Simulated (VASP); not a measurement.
SnO, 4 atoms in the cell. It takes space group P6_3/mmc (No. 194, hexagonal). Conventional cell: a = 3.317 Å, b = 3.317 Å, c = 4.146 Å, α = 90.00°, β = 90.00°, γ = 120.00°. Within 2.5 Å of Sn (site symmetry -6m2) lie 5 O at 1.92 to 2.07 Å. O (site symmetry -6m2) has 5 Sn at 1.92 to 2.07 Å within 2.5 Å. 

| Property | Result |
| --- | --- |
| Program | VASP 6.6.1 |
| Task | relaxation of cell and atoms |
| Functional | PBE |
| Potentials or basis | VASP PAW PBE potentials, release 64 (Sn_d, O) |
| Cutoff | 600 eV |
| k mesh | 12 × 12 × 6 |
| Occupations | fermi-dirac, width 0.02 eV |
| Spin | no spin polarisation |
| Dipole correction | no |
| Further INCAR settings | ALGO = Normal; EDIFF = 1e-06; IBRION = 2; EDIFFG = -0.005; NSW = 80; ISIF = 3 |

Potentials or basis: VASP PAW PBE potentials, release 64 (Sn_d, O).

Run with:

```console
$ cat potpaw_PBE.64/Sn_d/POTCAR potpaw_PBE.64/O/POTCAR > POTCAR
$ mpirun -np 1 vasp_std > vasp.out
```

Hardware: 1 thread of Intel(R) Xeon(R) 6975P-C (Granite Rapids), on a shared host.

Question: How long does it take, and how much memory?

Answer: It took 4.8 min on 1 thread of Intel(R) Xeon(R) 6975P-C (Granite Rapids), on a shared host, peak memory 0.23 GiB. Counts: scf iterations 108, k points 76, ion steps 11.
